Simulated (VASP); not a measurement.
Input of a VASP 6.6.1 run:

INCAR

```
PREC = Accurate
ENCUT = 520
EDIFF = 1E-6
ISMEAR = 0
SIGMA = 0.05
LREAL = F
LASPH = T
NELM = 60
ALGO = Normal
ISIF = 2
LWAVE = F
LCHARG = T
LDIPOL = T
IDIPOL = 3
DIPOL = 0.5 0.5 0.383
GGA = PE
IVDW = 12
LELF = T
LVHAR = T
LVACPOTAV = T
NBANDS = 35
```

File KPOINTS:

```
regular mesh
0
Gamma
  9 9 1
```

POSCAR

```
WSe2
1.0
    3.2854929709      0.0000000000      0.0000000000
   -1.6427464855      2.8453203767      0.0000000000
    0.0000000000      0.0000000000     24.2386466774
Se W
4 2
Direct
    0.3333333333      0.6666666667      0.1856539294
    0.3333333333      0.6666666667      0.3246601777
    0.5555555556      0.4444444444      0.4405907426
    0.5555555556      0.4444444444      0.5795969909
    0.6666666667      0.3333333333      0.2551570536
    0.8888888889      0.1111111111      0.5100938667
```

Potentials or basis: VASP PAW PBE potentials, release 64 (Se, W_sv).

The run is started by

```sh
$ cat potpaw_PBE.64/Se/POTCAR potpaw_PBE.64/W_sv/POTCAR > POTCAR
$ mpirun -np 1 vasp_std > vasp.out
```

Q: Predict the largest force.

A: 0.456 eV/Å.

Q: Estimate the dispersion energy per atom.

A: -0.412 eV.

Forces on the atoms (eV/Å):
```
Se   0.010 -0.006 -0.031
Se  -0.226  0.130 -0.342
Se   0.225 -0.130  0.374
Se   0.005 -0.003  0.044
W   -0.057  0.033 -0.048
W    0.043 -0.025  0.002
```
